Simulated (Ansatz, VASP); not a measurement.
# CoSi in VASP and in Ansatz

```
Co Si
1.0
     0.00000    2.29239    2.29239
     2.29239    0.00000    2.29239
     2.29239    2.29239    0.00000
Co Si
1 1
Direct
  0.00000 0.00000 0.00000
  0.50000 0.50000 0.50000
```

Alike in both runs: task relaxation of cell and atoms; functional PBE; k mesh 15 × 15 × 15; occupations fermi-dirac, width 0.08 eV; no spin polarisation.

|  | VASP | Ansatz |
| --- | --- | --- |
| version | VASP 6.6.1 | Ansatz 0.2.0 |
| potentials or method | VASP PAW PBE potentials, release 64 (Co, Si) | PAW with Ansatz's default frozen-core files, scalar-relativistic |
| plane-wave cutoff (eV) | 600 | 420 |
| valence electrons in the cell | 13 | 21 |

```csv
,VASP,Ansatz,Ansatz less VASP
relaxed volume (Å³/atom),12.67,12.68,+0.006
relaxed length of the cell vector where the two differ most in proportion (Å),3.297,3.298,+0.0005
```

VASP's potentials hold 13 valence electrons a cell and Ansatz's 21, so a difference there can come from the potentials and not from the codes.
